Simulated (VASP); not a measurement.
# PbS (Cmcm) in VASP: a series of runs, part 2 of 2

VASP 6.6.1.

### Step 3. Single point, r2SCAN

This run uses another cell than the first one, of 25.60 Å³/atom, 1.021 times its volume.

File POSCAR:

```
PbS
1.0
    2.0518417752     -5.9103234628      0.0000000000
    2.0518417752      5.9103234628      0.0000000000
    0.0000000000      0.0000000000      4.2214851889
Pb S
2 2
Direct
    0.8694366500      0.1305633500      0.7500000000
    0.1305633500      0.8694366500      0.2500000000
    0.6452029100      0.3547970900      0.7500000000
    0.3547970900      0.6452029100      0.2500000000
```

File INCAR.step1:

```
PREC = Accurate ; ENCUT = 520
ISMEAR = -1 ; SIGMA = 0.02
LREAL = False ; LASPH = True
NELM = 100 ; NBANDS = 28
GGA = PE ; ALGO = Normal
EDIFF = 1E-4 ; LWAVE = True
LCHARG = False
```

File INCAR.step2:

```
PREC = Accurate ; ENCUT = 520
EDIFF = 1E-6 ; ISMEAR = -1
SIGMA = 0.02 ; LREAL = False
LASPH = True ; NELM = 100
ALGO = Normal ; ISIF = 2
LWAVE = False ; LCHARG = True
METAGGA = R2SCAN ; LMIXTAU = True
LELF = True ; LVHAR = True
NBANDS = 28 ; ISTART = 1
```

File KPOINTS:

```
regular mesh
0
Gamma
  4 4 4
```

Potentials or basis: VASP PAW PBE potentials, release 64 (Pb_d, S).

Command:

```sh
> cat potpaw_PBE.64/Pb_d/POTCAR potpaw_PBE.64/S/POTCAR > POTCAR
> cp INCAR.step1 INCAR
> mpirun -np 1 vasp_std > vasp.out
> cp INCAR.step2 INCAR
> mpirun -np 1 vasp_std > vasp.out
```

Run time: 2.1 min. Hardware: 1 thread of Intel Xeon 6975P-C (Granite Rapids), shared host; peak memory 0.3 GiB.

Results (log left out):

- Free energy: -131.1123 eV
- Pressure: 2.4 GPa
- Largest force: 0.257 eV/Å
- Band gap on the k mesh: 1.48 eV, indirect (least direct gap 1.94 eV)

Forces on the atoms (eV/Å):
```
Pb   0.000 -0.257  0.000
Pb   0.000  0.257  0.000
S    0.000  0.103  0.000
S    0.000 -0.103  0.000
```

Stress tensor (GPa, compression positive):
```
2.55 0.00 0.00
0.00 2.14 0.00
0.00 0.00 2.43
```

Levels at points of the mesh, in eV from the valence-band top:
```csv
k point,band 17,band 18,band 19,band 20,band 21,band 22,band 23,band 24
"(0.00, 0.00, 0.00)",-2.60,-1.81,-1.63,-0.50,5.11,5.29,5.45,6.28
"(0.50, 0.00, 0.00)",-1.48,-1.29,-0.29,-0.24,2.23,2.23,2.58,3.49
"(0.50, 0.50, 0.00)",-2.03,-2.03,-1.45,-0.45,1.48,5.02,5.20,5.55
"(0.00, 0.00, 0.50)",-1.23,-1.23,0.00,0.00,2.23,2.23,3.16,3.16
"(0.50, 0.00, 0.50)",-3.34,-3.34,-1.55,-1.55,3.88,3.88,5.91,5.91
"(0.50, 0.50, 0.50)",-1.34,-1.34,-0.35,-0.35,2.21,2.21,3.61,3.61
```

Caveat: the PAW data sets were made with another functional, which shifts forces and pressure a little; spin-orbit coupling is left out, which moves the levels of the heavy elements. A k mesh can miss the band edges.

### Step 4. Single point, r2SCAN

This run uses another cell than the first one, of 26.13 Å³/atom, 1.043 times its volume.

File POSCAR:

```
PbS
1.0
    2.0659928554     -5.9510856024      0.0000000000
    2.0659928554      5.9510856024      0.0000000000
    0.0000000000      0.0000000000      4.2505997999
Pb S
2 2
Direct
    0.8694366500      0.1305633500      0.7500000000
    0.1305633500      0.8694366500      0.2500000000
    0.6452029100      0.3547970900      0.7500000000
    0.3547970900      0.6452029100      0.2500000000
```

File INCAR.step1:

```
ALGO = Normal
EDIFF = 1E-4
ENCUT = 520
GGA = PE
ISMEAR = -1
LASPH = T
LCHARG = F
LREAL = F
LWAVE = T
NBANDS = 28
NELM = 100
PREC = Accurate
SIGMA = 0.02
```

File INCAR.step2:

```
ALGO = Normal
EDIFF = 1E-6
ENCUT = 520
ISIF = 2
ISMEAR = -1
ISTART = 1
LASPH = T
LCHARG = F
LMIXTAU = T
LREAL = F
LWAVE = F
METAGGA = R2SCAN
NBANDS = 28
NELM = 100
PREC = Accurate
SIGMA = 0.02
```

File KPOINTS:

```
k-points
0
Gamma
  4 4 4
```

Command:

```sh
> cat potpaw_PBE.64/Pb_d/POTCAR potpaw_PBE.64/S/POTCAR > POTCAR
> cp INCAR.step1 INCAR
> mpirun -np 1 vasp_std > vasp.out
> cp INCAR.step2 INCAR
> mpirun -np 1 vasp_std > vasp.out
```

Wall time 2 min (1 thread of Intel Xeon 6975P-C (Granite Rapids), shared host); peak memory 0.3 GiB.

It converged, with:

```
Free energy            : -131.1359 eV
Pressure               : 1.1 GPa
Largest force          : 0.119 eV/Å
Band gap on the k mesh : 1.52 eV, indirect (least direct gap 1.94 eV)
```

Forces on the atoms (eV/Å):
```
Pb   0.000 -0.119  0.000
Pb   0.000  0.119  0.000
S    0.000  0.018  0.000
S    0.000 -0.018  0.000
```

Stress tensor (GPa, compression positive):
```
1.21 0.00 0.00
0.00 0.86 0.00
0.00 0.00 1.11
```

Levels at points of the mesh, in eV from the valence-band top:
| k point | band 18 | band 19 | band 20 | band 21 | band 22 | band 23 |
| --- | --- | --- | --- | --- | --- | --- |
| (0.00, 0.00, 0.00) | -1.71 | -1.54 | -0.46 | 5.17 | 5.24 | 5.41 |
| (0.50, 0.00, 0.00) | -1.21 | -0.26 | -0.25 | 2.23 | 2.26 | 2.61 |
| (0.50, 0.50, 0.00) | -1.93 | -1.37 | -0.42 | 1.52 | 4.98 | 5.27 |
| (0.00, 0.00, 0.50) | -1.16 | 0.00 | 0.00 | 2.25 | 2.25 | 3.18 |
| (0.50, 0.00, 0.50) | -3.21 | -1.48 | -1.48 | 3.88 | 3.88 | 5.85 |
| (0.50, 0.50, 0.50) | -1.26 | -0.32 | -0.32 | 2.17 | 2.17 | 3.62 |

Caveat: the PAW data sets were made with another functional, which shifts forces and pressure a little; spin-orbit coupling is left out, which moves the levels of the heavy elements.

### Step 5. Single point, r2SCAN

This run uses another cell than the first one, of 26.66 Å³/atom, 1.064 times its volume.

File POSCAR:

```
PbS
1.0
    2.0799526900     -5.9912968600      0.0000000000
    2.0799526900      5.9912968600      0.0000000000
    0.0000000000      0.0000000000      4.2793209400
Pb S
2 2
Direct
    0.8694366500      0.1305633500      0.7500000000
    0.1305633500      0.8694366500      0.2500000000
    0.6452029100      0.3547970900      0.7500000000
    0.3547970900      0.6452029100      0.2500000000
```

File INCAR.step1:

```
SYSTEM = PbS
  ALGO = Normal
  EDIFF = 1E-4
  ENCUT = 520
  GGA = PE
  ISMEAR = -1
  LASPH = .TRUE.
  LCHARG = .FALSE.
  LREAL = .FALSE.
  LWAVE = .TRUE.
  NBANDS = 28
  NELM = 100
  PREC = Accurate
  SIGMA = 0.02
```

File INCAR.step2:

```
SYSTEM = PbS
  ALGO = Normal
  EDIFF = 1E-6
  ENCUT = 520
  ISIF = 2
  ISMEAR = -1
  ISTART = 1
  LASPH = .TRUE.
  LCHARG = .TRUE.
  LELF = .TRUE.
  LMIXTAU = .TRUE.
  LREAL = .FALSE.
  LVHAR = .TRUE.
  LWAVE = .FALSE.
  METAGGA = R2SCAN
  NBANDS = 28
  NELM = 100
  PREC = Accurate
  SIGMA = 0.02
```

File KPOINTS:

```
k-points
0
G
  4 4 4
  0 0 0
```

Command:

```sh
> cat potpaw_PBE.64/Pb_d/POTCAR potpaw_PBE.64/S/POTCAR > POTCAR
> cp INCAR.step1 INCAR
> mpirun -np 1 vasp_std > vasp.out
> cp INCAR.step2 INCAR
> mpirun -np 1 vasp_std > vasp.out
```

It took 2.3 min on 1 thread of Intel Xeon 6975P-C (Granite Rapids), shared host; peak memory 0.31 GiB.

It converged, with:

```
Free energy            : -131.1428 eV
Pressure               : -0.1 GPa
Largest force          : 0.060 eV/Å
Band gap on the k mesh : 1.55 eV, indirect (least direct gap 1.94 eV)
```

Forces on the atoms (eV/Å):
```
Pb   0.000  0.010  0.000
Pb   0.000 -0.010  0.000
S    0.000 -0.060  0.000
S    0.000  0.060  0.000
```

Stress tensor (GPa, compression positive):
```
 0.01  0.00  0.00
 0.00 -0.29  0.00
 0.00  0.00 -0.08
```

Levels at points of the mesh, in eV from the valence-band top:
```tsv
k point	band 17	band 18	band 19	band 20	band 21	band 22	band 23	band 24
(0.00, 0.00, 0.00)	-2.37	-1.62	-1.45	-0.42	5.18	5.22	5.37	6.12
(0.50, 0.00, 0.00)	-1.32	-1.14	-0.25	-0.24	2.23	2.28	2.63	3.42
(0.50, 0.50, 0.00)	-1.91	-1.84	-1.29	-0.39	1.55	4.95	5.34	5.48
(0.00, 0.00, 0.50)	-1.09	-1.09	0.00	0.00	2.27	2.27	3.21	3.21
(0.50, 0.00, 0.50)	-3.08	-3.08	-1.41	-1.41	3.88	3.88	5.79	5.79
(0.50, 0.50, 0.50)	-1.18	-1.18	-0.30	-0.30	2.14	2.14	3.62	3.62
```

Caveat: the PAW data sets were made with another functional, which shifts forces and pressure a little; spin-orbit coupling is left out, which moves the levels of the heavy elements.

### Step 6. Single point, r2SCAN

This run uses another cell than the first one, of 27.20 Å³/atom, 1.085 times its volume.

File POSCAR:

```
PbS
1.0
    2.0937276126     -6.0309754790      0.0000000000
    2.0937276126      6.0309754790      0.0000000000
    0.0000000000      0.0000000000      4.3076616397
Pb S
2 2
Direct
    0.8694366500      0.1305633500      0.7500000000
    0.1305633500      0.8694366500      0.2500000000
    0.6452029100      0.3547970900      0.7500000000
    0.3547970900      0.6452029100      0.2500000000
```

File INCAR.step1:

```
SYSTEM = PbS
PREC = Accurate
ENCUT = 520
ISMEAR = -1
SIGMA = 0.02
LREAL = .False.
LASPH = .True.
NELM = 60
NBANDS = 28
GGA = PE
ALGO = Normal
EDIFF = 1E-4
LWAVE = .True.
LCHARG = .False.
```

File INCAR.step2:

```
SYSTEM = PbS
PREC = Accurate
ENCUT = 520
EDIFF = 1E-6
ISMEAR = -1
SIGMA = 0.02
LREAL = .False.
LASPH = .True.
NELM = 60
ALGO = Normal
ISIF = 2
LWAVE = .False.
LCHARG = .False.
METAGGA = R2SCAN
LMIXTAU = .True.
NBANDS = 28
ISTART = 1
```

File KPOINTS:

```
regular mesh
0
Gamma
  4 4 4
  0 0 0
```

Potentials or basis: VASP PAW PBE potentials, release 64 (Pb_d, S).

Command:

```sh
> cat potpaw_PBE.64/Pb_d/POTCAR potpaw_PBE.64/S/POTCAR > POTCAR
> cp INCAR.step1 INCAR
> mpirun -np 1 vasp_std > vasp.out
> cp INCAR.step2 INCAR
> mpirun -np 1 vasp_std > vasp.out
```

Wall time 2.3 min (1 thread of Intel Xeon 6975P-C (Granite Rapids), shared host); peak memory 0.3 GiB.

The run converged. Its results:

```
Free energy            : -131.1348 eV
Pressure               : -1.2 GPa
Largest force          : 0.132 eV/Å
Band gap on the k mesh : 1.58 eV, indirect (least direct gap 1.93 eV)
```

Forces on the atoms (eV/Å):
```
Pb   0.000  0.130  0.000
Pb   0.000 -0.130  0.000
S    0.000 -0.132  0.000
S    0.000  0.132  0.000
```

Stress tensor (GPa, compression positive):
```
-1.07  0.00  0.00
 0.00 -1.33  0.00
 0.00  0.00 -1.15
```

Levels at points of the mesh, in eV from the valence-band top:
```tsv
k point	band 17	band 18	band 19	band 20	band 21	band 22	band 23	band 24
(0.00, 0.00, 0.00)	-2.27	-1.54	-1.37	-0.39	5.13	5.27	5.33	6.04
(0.50, 0.00, 0.00)	-1.25	-1.07	-0.26	-0.21	2.23	2.30	2.65	3.38
(0.50, 0.50, 0.00)	-1.86	-1.74	-1.21	-0.36	1.58	4.91	5.40	5.45
(0.00, 0.00, 0.50)	-1.02	-1.02	0.00	0.00	2.28	2.28	3.22	3.22
(0.50, 0.00, 0.50)	-2.96	-2.96	-1.35	-1.35	3.87	3.87	5.74	5.74
(0.50, 0.50, 0.50)	-1.11	-1.11	-0.29	-0.29	2.11	2.11	3.62	3.62
```

Caveat: the PAW data sets were made with another functional, which shifts forces and pressure a little; spin-orbit coupling is left out, which moves the levels of the heavy elements. A k mesh can miss the band edges.

### Step 7. Summary

```tsv
cell	gap on the mesh (eV)	pressure (GPa)	largest force (eV/Å)
a = 6.213, b = 6.213, c = 4.192 Å, angles 90.0, 90.0, 141.7°, 4 atoms	1.44	3.8	0.41
a = 6.256, b = 6.256, c = 4.221 Å, angles 90.0, 90.0, 141.7°, 4 atoms	1.48	2.4	0.26
a = 6.300, b = 6.300, c = 4.251 Å, angles 90.0, 90.0, 141.7°, 4 atoms	1.52	1.1	0.12
a = 6.342, b = 6.342, c = 4.279 Å, angles 90.0, 90.0, 141.7°, 4 atoms	1.55	-0.1	0.06
a = 6.384, b = 6.384, c = 4.308 Å, angles 90.0, 90.0, 141.7°, 4 atoms	1.58	-1.2	0.13
```

Alike in all rows: task single point; level r2SCAN; potentials or basis VASP PAW PBE potentials, release 64 (Pb_d, S); no spin polarisation; k mesh 4 × 4 × 4; cutoff (eV) 520; smearing fermi-dirac 0.02 eV.

Caveats: the PAW data sets were made with another functional, which shifts forces and pressure a little; spin-orbit coupling is left out, which moves the levels of the heavy elements.

Absolute energies hang on the potentials; compare differences alone.
